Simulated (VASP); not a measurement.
# MgSiC2 (R-3m) in VASP: relaxation of cell and atoms with PBE

Aim: the relaxation of cell and atoms of MgSiC2 with PBE.

All numbers are computed with VASP 6.6.1; they aren't measurements. Logs are shortened: lines on timing, memory, paths and dates and some standing lists are left out, and cuts for length are marked.

## 1. The cell of the first run

Symmetry: R-3m, No. 166, trigonal system. The conventional cell has a = 3.007 Å, b = 3.007 Å, c = 15.426 Å, α = 90.00°, β = 90.00°, γ = 120.00°. Mg (site symmetry -3m) has 6 C at 2.31 Å within 3.0 Å. Within 2.7 Å of Si (site symmetry -3m) lie 6 C at 2.03 Å. C (site symmetry 3m) has 3 Si at 2.03 Å and 3 Mg at 2.31 Å within 2.7 Å.

## 2. Relaxation of cell and atoms, PBE

Contents of INCAR:

```
SYSTEM = MgSiC2
PREC = Accurate
ENCUT = 600
EDIFF = 1E-6
ISMEAR = 0
SIGMA = 0.1
LREAL = .FALSE.
LASPH = .TRUE.
NELM = 100
ALGO = Normal
ISIF = 3
LWAVE = .FALSE.
LCHARG = .FALSE.
GGA = PE
IBRION = 2
NSW = 100
EDIFFG = -0.01
```

Contents of KPOINTS:

```
regular mesh
0
G
  18 18 18
  0 0 0
```

Contents of POSCAR:

```
MgSiC2
1.0
    1.5036354988      0.8681243600      5.1418852892
   -1.5036354988      0.8681243600      5.1418852892
    0.0000000000     -1.7362487200      5.1418852892
Mg Si C
1 1 2
Direct
    0.5000000000      0.5000000000      0.5000000000
    0.0000000000      0.0000000000      0.0000000000
    0.2650787001      0.2650787001      0.2650787001
    0.7349212999      0.7349212999      0.7349212999
```

Potentials or basis: VASP PAW PBE potentials, release 64 (Mg, Si, C).

On the command line:

```console
> cat potpaw_PBE.64/Mg/POTCAR potpaw_PBE.64/Si/POTCAR potpaw_PBE.64/C/POTCAR > POTCAR
> mpirun -np 1 vasp_std > vasp.out
```

OUTCAR:

```text
SYSTEM = MgSiC2
   PREC = Accurate
   ENCUT = 600
   EDIFF = 1E-6
   ISMEAR = 0
   LREAL = .FALSE.
   LASPH = .TRUE.
   NELM = 100
   ISIF = 3
   GGA = PE
   IBRION = 2
   NSW = 100
   EDIFFG = -0.01

 ion  position               nearest neighbor table
   1  0.500  0.500  0.500-   3 2.31   3 2.31   4 2.31   4 2.31   3 2.31   4 2.31   2 3.10   2 3.10
                             2 3.10   2 3.10   2 3.10   2 3.10
   2  0.000  0.000  0.000-   4 2.03   4 2.03   3 2.03   3 2.03   4 2.03   3 2.03   1 3.10   1 3.10
                             1 3.10   1 3.10   1 3.10   1 3.10
   3  0.265  0.265  0.265-   2 2.03   2 2.03   2 2.03   1 2.31   1 2.31   1 2.31
   4  0.735  0.735  0.735-   2 2.03   2 2.03   2 2.03   1 2.31   1 2.31   1 2.31

  LATTYP: Found a trigonal (rhomboedric) cell.
 ALAT       =     5.4271119341
 COS(alpha) =     0.8464755401

  Lattice vectors:

 A1 = (   1.5036354988,   0.8681243600,   5.1418852892)
 A2 = (  -1.5036354988,   0.8681243600,   5.1418852892)
 A3 = (   0.0000000000,  -1.7362487200,   5.1418852892)

Analysis of symmetry for initial positions (statically):
=====================================================================
 Subroutine PRICEL returns:
 Original cell was already a primitive cell.

 Routine SETGRP: Setting up the symmetry group for a
 trigonal (rhombohedral) supercell.

 Subroutine GETGRP returns: Found 12 space group operations
 (whereof 12 operations were pure point group operations)
 out of a pool of 12 trial point group operations.

The static configuration has the point symmetry D_3d.

Analysis of symmetry for dynamics (positions and initial velocities):
=====================================================================
 Subroutine PRICEL returns:
 Original cell was already a primitive cell.

 Routine SETGRP: Setting up the symmetry group for a
 trigonal (rhombohedral) supercell.

 Subroutine GETGRP returns: Found 12 space group operations
 (whereof 12 operations were pure point group operations)
 out of a pool of 12 trial point group operations.

The dynamic configuration has the point symmetry D_3d.

 Subroutine INISYM returns: Found 12 space group operations
 (whereof 12 operations are pure point group operations),
 and found     1 'primitive' translations

----------------------------------------------------------------------------------------

                                     Primitive cell

  volume of cell :      40.2715

  direct lattice vectors                    reciprocal lattice vectors
     1.503635499  0.868124360  5.141885289     0.332527398  0.191984783  0.064827065
    -1.503635499  0.868124360  5.141885289    -0.332527398  0.191984783  0.064827065
     0.000000000 -1.736248720  5.141885289     0.000000000 -0.383969566  0.064827065

  length of vectors
     5.427111934  5.427111934  5.427111934     0.389403615  0.389403615  0.389403615

  position of ions in fractional coordinates (direct lattice)
     0.500000000  0.500000000  0.500000000
     0.000000000  0.000000000  0.000000000
     0.265078700  0.265078700  0.265078700
     0.734921300  0.734921300  0.734921300

  ion indices of the primitive-cell ions
   primitive index   ion index
                 1           1
                 2           2
                 3           3
                 4           4

----------------------------------------------------------------------------------------

 KPOINTS: regular mesh

Automatic generation of k-mesh.
 Grid dimensions read from file:
 generate k-points for:   18   18   18

 Generating k-lattice:

  Cartesian coordinates                     Fractional coordinates (reciprocal lattice)
     0.018473744  0.010665821  0.003601504     0.055555556 -0.000000000  0.000000000
    -0.018473744  0.010665821  0.003601504    -0.000000000  0.055555556  0.000000000
     0.000000000 -0.021331643  0.003601504     0.000000000  0.000000000  0.055555556

  Length of vectors
     0.021633534  0.021633534  0.021633534

  Shift w.r.t. Gamma in fractional coordinates (k-lattice)
     0.000000000  0.000000000  0.000000000

 Subroutine IBZKPT returns following result:
 ===========================================

 Found    580 irreducible k-points:

 Following reciprocal coordinates:
            Coordinates               Weight
  0.000000  0.000000  0.000000      1.000000
  0.055556  0.000000  0.000000      6.000000
  0.111111  0.000000  0.000000      6.000000
  0.166667 -0.000000  0.000000      6.000000
  0.222222  0.000000  0.000000      6.000000
  0.277778 -0.000000  0.000000      6.000000
[... 16 lines left out ...]
 -0.277778  0.055556 -0.000000     12.000000
 -0.222222  0.055556 -0.000000     12.000000
 [... further k-points ...]
   k-points           NKPTS =    580   k-points in BZ     NKDIM =    580   number of bands    NBANDS=     11
   number of dos      NEDOS =    301   number of ions     NIONS =      4
   total plane-waves  NPLWV = 110592
   dimension x,y,z NGX =    48 NGY =   48 NGZ =   48
   dimension x,y,z NGXF=    96 NGYF=   96 NGZF=   96
   ions per type =               1   1   2
   NGX,Y,Z   is equivalent  to a cutoff of  14.70, 14.70, 14.70 a.u.
   NGXF,Y,Z  is equivalent  to a cutoff of  29.41, 29.41, 29.41 a.u.
 SYSTEM =  MgSiC2
   PREC   = accura    normal or accurate (medium, high low for compatibility)
   ISTART =      0    job   : 0-new  1-cont  2-samecut
   ICHARG =      2    charge: 1-file 2-atom 10-const
   ISPIN  =      1    spin polarized calculation?
   LNONCOLLINEAR =      F non collinear calculations
   LSORBIT =      F    spin-orbit coupling
   LASPH  =      T    aspherical Exc in radial PAW
   ENCUT  =  600.0 eV  44.10 Ry    6.64 a.u.  10.84 10.84 10.84*2*pi/ulx,y,z
   NELM   =    100;   NELMIN=  2; NELMDL= -5     # of ELM steps
   EDIFF  = 0.1E-05   stopping-criterion for ELM
   LREAL  =      F    real-space projection
   EDIFFG = -.1E-01   stopping-criterion for IOM
   NSW    =    100    number of steps for IOM
   IBRION =      2    ionic relax: 0-MD 1-quasi-New 2-CG
   NFREE  =      1    steps in history (QN), initial steepest desc. (CG)
   ISIF   =      3    stress and relaxation
   ISYM   =      2    0-nonsym 1-usesym 2-fastsym
   POTIM  = 0.5000    time-step for ionic-motion
   TEBEG  =    0.0;   TEEND  =   0.0 temperature during run
   PSTRESS=    0.0 pullay stress
   NELECT =      14.0000    total number of electrons
   NUPDOWN=      -1.0000    fix difference up-down
   EMIN   =  10.00;   EMAX   =-10.00  energy-range for DOS
   EFERMI =   0.00;   METHOD = LEGACY
   ISMEAR =     0;   SIGMA  =   0.10  broadening in eV -4-tet -1-fermi 0-gaus
   EFERMI_NEDOS =   21; number of points for ismear=-14 and -15
   IALGO  =     38    algorithm
   IMIX   =      4    mixing-type and parameters
     AMIX     =   0.40;   BMIX     =  1.00
     AMIX_MAG =   1.60;   BMIX_MAG =  1.00
  volume/ion in A,a.u.               =      10.07        67.94
  Fermi-wavevector in a.u.,A,eV,Ry     =   1.151113  2.175289 18.028565  1.325062
  Thomas-Fermi vector in A             =   2.287773
   LORBIT       =      0    0 simple, 1 ext, 2 COOP (PROOUT), +10 PAW based schemes
   GGA     = PE    functional components
   LHFCALC =     F    Hartree Fock is set to
   AEXX    =    0.0000 exact exchange contribution
   IVDW    =     0    specifies the selected vdW correction
   LEPSILON=     F    determine dielectric tensor
   LRPA    =     F    only Hartree local field effects (RPA)
 conjugate gradient relaxation of ions
 non-spin polarized calculation
 Gauss-broadening in eV      SIGMA  =   0.10
  energy-cutoff  :      600.00
  volume of cell :       40.27
 maximum number of plane-waves:      1364
 NGX is ok and might be reduce to    48
   NGX = 21   NGY = 21   NGZ = 21

--------------------------------------- Ionic step        1  -------------------------------------------

 number of electron      14.0000000 magnetization

 Free energy of the ion-electron system (eV)
  ---------------------------------------------------
  ext. energy  EPLUGINS =         0.00000000
  ---------------------------------------------------
  free energy    TOTEN  =       -22.52361206 eV

  energy without entropy =      -22.51175382  energy(sigma->0) =      -22.51768294

------------------------ aborting loop because EDIFF is reached ----------------------------------------

  FORCE on cell =-STRESS in cart. coord.  units (eV):
  Direction    XX          YY          ZZ          XY          YZ          ZX
  --------------------------------------------------------------------------------------
  -------------------------------------------------------------------------------------
  Total       -0.3518049     -0.3518049      0.1160153      0.0000000      0.0000000      0.0000000
  in kB      -13.9963356    -13.9963356      4.6155964      0.0000000      0.0000000      0.0000000
  external PRESSURE =      -7.7923583 kB  Pullay stress =       0.0000000 kB
[... 213 lines left out ...]
  energy  without entropy=      -22.5160996562  energy(sigma->0) =      -22.52163024

--------------------------------------- Ionic step        7  -------------------------------------------

 number of electron      14.0000000 magnetization

 Free energy of the ion-electron system (eV)
  ---------------------------------------------------
  ext. energy  EPLUGINS =         0.00000000
  ---------------------------------------------------
  free energy    TOTEN  =       -22.52717006 eV

  energy without entropy =      -22.51613739  energy(sigma->0) =      -22.52165372

 E-fermi :   7.0808     XC(G=0): -11.4031

 val. band max:        7.0796702051   @ k =  -0.0556   0.3889   0.0556
 cond. band min:       7.0810360818   @ k =  -0.2778   0.2222   0.1111
 fundamental gap:      0.0013658767
 Fermi energy:         7.0807893032

 k-point     1 :       0.0000    0.0000    0.0000
  band No.  band energies     occupation
      1      -8.3650      2.00000
      2      -3.7921      2.00000
      3       0.2830      2.00000
      4       7.2820      0.00444
      5       7.2820      0.00444
      6       7.9922      0.00000
      7       7.9922      0.00000
      8       8.1545      0.00000
      9      13.7724      0.00000
     10      14.0297      0.00000
     11      15.3661      0.00000
[... 309 lines left out ...]
 k-point    24 :      -0.2222    0.0556   -0.0000
  band No.  band energies     occupation
      1      -7.1228      2.00000
      2      -2.9465      2.00000
      3       1.5091      2.00000
      4       2.7714      2.00000
      5       4.7463      2.00000
      6       5.8336      2.00000
      7       7.3924      0.00001
      8       7.8743      0.00000
      9      12.5880      0.00000
     10      14.8898      0.00000
     11      15.5615      0.00000

 [... further k-points ...]
[... 5 lines left out ...]
  --------------------------------------------------------------------------------------
  -------------------------------------------------------------------------------------
  Total        0.0078360      0.0078360      0.0024775      0.0000000      0.0000000      0.0000000
  in kB        0.3134293      0.3134293      0.0990964      0.0000000      0.0000000      0.0000000
  external PRESSURE =       0.2419850 kB  Pullay stress =       0.0000000 kB
[... 19 lines left out ...]
  FREE ENERGIE OF THE ION-ELECTRON SYSTEM (eV)
  ---------------------------------------------------
  free  energy   TOTEN  =       -22.5271700570 eV

  energy  without entropy=      -22.5161373929  energy(sigma->0) =      -22.52165372

 reached required accuracy - stopping structural energy minimisation
```

It took 39 min on 1 thread of Intel Xeon Platinum 8375C at 2.90GHz (Ice Lake), shared host; peak memory 0.66 GiB.

Results:

```
Free energy                            : -22.5272 eV
Relaxed volume                         : 10.01 Å³/atom
Relaxed cell                           : a = 5.471 Å, b = 5.471 Å, c = 5.471 Å, α = 31.66°, β = 31.66°, γ = 31.66°
Space group after relaxing (to 0.05 Å) : R-3m (No. 166)
Energy gained by relaxing              : 0.9 meV/atom
Ionic steps                            : 7
Pressure after relaxing                : 0.0 GPa
Band gap on the k mesh                 : zero (band 7 reaches 8.12 eV, above the bottom of band 8 at 6.09 eV)
```

The path:
| step | energy change (eV) | largest force (eV/Å) | pressure (GPa) | volume (Å³) |
| --- | --- | --- | --- | --- |
| 1 | 0.0000 | 0.0526 | -0.78 | 40.27 |
| 2 | -0.0021 | 0.0514 | 0.37 | 39.99 |
| 3 | -0.0022 | 0.0514 | 0.67 | 39.91 |
| 4 | -0.0034 | 0.0161 | 0.14 | 40.01 |
| 5 | -0.0034 | 0.0351 | 0.00 | 40.04 |
| 6 | -0.0035 | 0.0103 | 0.02 | 40.05 |
| 7 | -0.0036 | 0.0007 | 0.02 | 40.06 |

Final structure:
```
CELL_PARAMETERS angstrom
1.49224 0.86155 5.19273
-1.49224 0.86155 5.19273
0.00000 -1.72310 5.19273
ATOMIC_POSITIONS crystal
Mg 0.50000 0.50000 0.50000
Si 0.00000 0.00000 0.00000
C 0.26467 0.26467 0.26467
C 0.73533 0.73533 0.73533
```
